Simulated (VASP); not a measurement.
# Nb (I4/mmm) in VASP: single point with PBEsol

Aim: the single point of Nb with PBEsol.

Program: VASP 6.6.1. These are calculated values, not measurements. Logs are shortened: lines on timing, memory, paths and dates and some standing lists are left out, and cuts for length are marked.

## Step 1: The cell of the first run

The structure is tetragonal, space group I4/mmm (No. 139). Conventional cell: a = 2.991 Å, b = 2.991 Å, c = 4.315 Å, α = 90.00°, β = 90.00°, γ = 90.00°. Nb (site symmetry 4/mmm) has 12 Nb at 2.99 to 3.02 Å within 3.9 Å.

## Step 2: Single point, PBEsol (zz strain of +2 %)

The input, INCAR:

```
ALGO     = Normal         # electronic algorithm
EDIFF    = 1E-6           # SCF threshold, eV
ENCUT    = 520            # plane-wave cutoff, eV
GGA      = PS             # functional
ISIF     = 2              # what is computed and relaxed
ISMEAR   = -1             # smearing method
LASPH    = True           # aspherical terms in the spheres
LCHARG   = False          # write CHGCAR
LREAL    = False          # projectors in reciprocal space
LWAVE    = False          # write WAVECAR
NBANDS   = 12             # bands
NELM     = 100            # most SCF steps
PREC     = Accurate       # precision mode
SIGMA    = 0.08           # smearing width, eV
```

The input, KPOINTS:

```
k-points
0
Gamma
  13 13 13
```

The input, POSCAR:

```
Nb
1.0
    0.0000000000      2.1150000000      2.1573000000
    2.1150000000      0.0000000000      2.1573000000
    2.1150000000      2.1150000000      0.0000000000
Nb
1
Direct
    0.0000000000      0.0000000000      0.0000000000
```

Potentials or basis: VASP PAW PBE potentials, release 64 (Nb_sv).

Started as:

```sh
cat potpaw_PBE.64/Nb_sv/POTCAR > POTCAR
mpirun -np 1 vasp_std > vasp.out
```

OUTCAR:

```text
EDIFF = 1E-6
   ENCUT = 520
   GGA = PS
   ISIF = 2
   ISMEAR = -1
   LASPH = True
   LREAL = False
   NELM = 100
   PREC = Accurate

 ion  position               nearest neighbor table
   1  0.000  0.000  0.000-

  LATTYP: Found a body centered tetragonal cell.
 ALAT       =     2.9910616844
 C/A-ratio  =     1.4424978336

  Lattice vectors:

 A1 = (  -2.1150000000,   0.0000000000,   2.1573000000)
 A2 = (   2.1150000000,   0.0000000000,   2.1573000000)
 A3 = (   0.0000000000,   2.1150000000,  -2.1573000000)

Analysis of symmetry for initial positions (statically):
=====================================================================
 Subroutine PRICEL returns:
 Original cell was already a primitive cell.

 Routine SETGRP: Setting up the symmetry group for a
 body centered tetragonal supercell.

 Subroutine GETGRP returns: Found 16 space group operations
 (whereof 16 operations were pure point group operations)
 out of a pool of 16 trial point group operations.

The static configuration has the point symmetry D_4h.

Analysis of symmetry for dynamics (positions and initial velocities):
=====================================================================
 Subroutine PRICEL returns:
 Original cell was already a primitive cell.

 Routine SETGRP: Setting up the symmetry group for a
 body centered tetragonal supercell.

 Subroutine GETGRP returns: Found 16 space group operations
 (whereof 16 operations were pure point group operations)
 out of a pool of 16 trial point group operations.

The dynamic configuration has the point symmetry D_4h.

 Subroutine INISYM returns: Found 16 space group operations
 (whereof 16 operations are pure point group operations),
 and found     1 'primitive' translations

----------------------------------------------------------------------------------------

                                     Primitive cell

  volume of cell :      19.3002

  direct lattice vectors                    reciprocal lattice vectors
     0.000000000  2.115000000  2.157300000    -0.236406619  0.236406619  0.231771195
     2.115000000  0.000000000  2.157300000     0.236406619 -0.236406619  0.231771195
     2.115000000  2.115000000  0.000000000     0.236406619  0.236406619 -0.231771195

  length of vectors
     3.021120370  3.021120370  2.991061684     0.406809619  0.406809619  0.406809619

  position of ions in fractional coordinates (direct lattice)
     0.000000000  0.000000000  0.000000000

  ion indices of the primitive-cell ions
   primitive index   ion index
[... 80 lines left out ...]
   ISYM   =      2    0-nonsym 1-usesym 2-fastsym
   POTIM  = 0.5000    time-step for ionic-motion
   TEBEG  =    0.0;   TEEND  =   0.0 temperature during run
   PSTRESS=    0.0 pullay stress
   NELECT =      13.0000    total number of electrons
   NUPDOWN=      -1.0000    fix difference up-down
   EMIN   =  10.00;   EMAX   =-10.00  energy-range for DOS
   EFERMI =   0.00;   METHOD = LEGACY
   ISMEAR =    -1;   SIGMA  =   0.08  broadening in eV -4-tet -1-fermi 0-gaus
   EFERMI_NEDOS =   21; number of points for ismear=-14 and -15
   IALGO  =     38    algorithm
   IMIX   =      4    mixing-type and parameters
     AMIX     =   0.40;   BMIX     =  1.00
     AMIX_MAG =   1.60;   BMIX_MAG =  1.00
  volume/ion in A,a.u.               =      19.30       130.24
  Fermi-wavevector in a.u.,A,eV,Ry     =   1.435056  2.711863 28.019645  2.059386
  Thomas-Fermi vector in A             =   2.554397
   LORBIT       =      0    0 simple, 1 ext, 2 COOP (PROOUT), +10 PAW based schemes
   GGA     = PS    functional components
   LHFCALC =     F    Hartree Fock is set to
   AEXX    =    0.0000 exact exchange contribution
   IVDW    =     0    specifies the selected vdW correction
   LEPSILON=     F    determine dielectric tensor
   LRPA    =     F    only Hartree local field effects (RPA)
 non-spin polarized calculation
  energy-cutoff  :      520.00
  volume of cell :       19.30
 maximum number of plane-waves:       540
   NGX = 11   NGY = 11   NGZ = 11

 number of electron      13.0000000 magnetization

 Free energy of the ion-electron system (eV)
  ---------------------------------------------------
  ext. energy  EPLUGINS =         0.00000000
  ---------------------------------------------------
  free energy    TOTEN  =       -10.58723707 eV

  energy without entropy =      -10.55408538  energy(sigma->0) =      -10.57066123

 E-fermi :  10.4300     XC(G=0): -12.2779

 val. band max:       10.4247518162   @ k =   0.3846  -0.0000   0.0000
 cond. band min:      10.4315895026   @ k =   0.4615  -0.0000   0.1538
 fundamental gap:      0.0068376864
 Fermi energy:        10.4300309157

 k-point     1 :       0.0000    0.0000    0.0000
  band No.  band energies     occupation
      1     -44.2806      2.00000
      2     -19.7391      2.00000
      3     -19.7350      2.00000
      4     -19.7350      2.00000
      5       4.2683      2.00000
      6      10.4210      1.05642
      7      10.6464      0.12538
      8      10.6464      0.12538
      9      12.9053      0.00000
     10      13.2079      0.00000
     11      22.2546      0.00000
     12      26.4959      0.00000
[... 331 lines left out ...]
 k-point    24 :       0.4615    0.1538    0.0000
  band No.  band energies     occupation
      1     -44.1051      2.00000
      2     -20.6866      2.00000
      3     -20.0142      2.00000
      4     -19.9191      2.00000
      5       7.3106      2.00000
      6       9.4353      1.99999
      7      10.3517      1.45374
      8      11.2947      0.00004
      9      14.9879      0.00000
     10      15.4353      0.00000
     11      20.8722      0.00000
     12      23.7291      0.00000

 [... further k-points ...]

------------------------ aborting loop because EDIFF is reached ----------------------------------------

  FORCE on cell =-STRESS in cart. coord.  units (eV):
  Direction    XX          YY          ZZ          XY          YZ          ZX
  --------------------------------------------------------------------------------------
  -------------------------------------------------------------------------------------
  Total       -1.3701034     -1.3701034     -0.8352907      0.0000000      0.0000000      0.0000000
  in kB     -113.7372292   -113.7372292    -69.3404969      0.0000000      0.0000000      0.0000000
  external PRESSURE =     -98.9383185 kB  Pullay stress =       0.0000000 kB

 VOLUME and BASIS-vectors are now :
 -----------------------------------------------------------------------------
  energy-cutoff  :      520.00
  volume of cell :       19.30
      direct lattice vectors                 reciprocal lattice vectors
     0.000000000  2.115000000  2.157300000    -0.236406619  0.236406619  0.231771195
     2.115000000  0.000000000  2.157300000     0.236406619 -0.236406619  0.231771195
     2.115000000  2.115000000  0.000000000     0.236406619  0.236406619 -0.231771195

 POSITION                                       TOTAL-FORCE (eV/Angst)
 -----------------------------------------------------------------------------------
      0.00000      0.00000      0.00000         0.000000     -0.000000      0.000000
 -----------------------------------------------------------------------------------
    total drift:                                0.000000      0.000000     -0.000000

  FREE ENERGIE OF THE ION-ELECTRON SYSTEM (eV)
  ---------------------------------------------------
  free  energy   TOTEN  =       -10.5872370672 eV

  energy  without entropy=      -10.5540853829  energy(sigma->0) =      -10.57066123
```

stdout:

```text
POSCAR found type information on POSCAR Nb
 POSCAR found :  1 types and       1 ions
 scaLAPACK will be used
 -----------------------------------------------------------------------------
|                                                                             |
|                                                                             |
|     You enforced a specific xc type in the INCAR file but a different       |
|     I HOPE YOU KNOW WHAT YOU ARE DOING!                                     |
|                                                                             |
 -----------------------------------------------------------------------------

 LDA part: xc-table for (Slater+PW92), standard interpolation
 POSCAR, INCAR and KPOINTS ok, starting setup
 FFT: planning ... GRIDC
 FFT: planning ... GRID_SOFT
 FFT: planning ... GRID
 WAVECAR not read
 entering main loop
```

It took 28 s on 1 thread of Intel Xeon Platinum 8259CL at 2.50GHz (Skylake/Cascade Lake), shared host; peak memory 0.17 GiB.

Results:

```
Free energy : -10.5872 eV
Pressure    : -9.9 GPa
```

Stress tensor (GPa, compression positive):
```
-11.37   0.00   0.00
  0.00 -11.37   0.00
  0.00   0.00  -6.93
```

Levels at points of the mesh, in eV from the Fermi level:
| k point | band 4 | band 5 | band 6 | band 7 | band 8 | band 9 |
| --- | --- | --- | --- | --- | --- | --- |
| (0.00, 0.00, 0.00) | -30.17 | -6.16 | -0.01 | 0.22 | 0.22 | 2.48 |

Caveat: the cell differs from its parent crystal (zz strain of +2 %); the PAW data sets were made with another functional, which shifts forces and pressure a little.
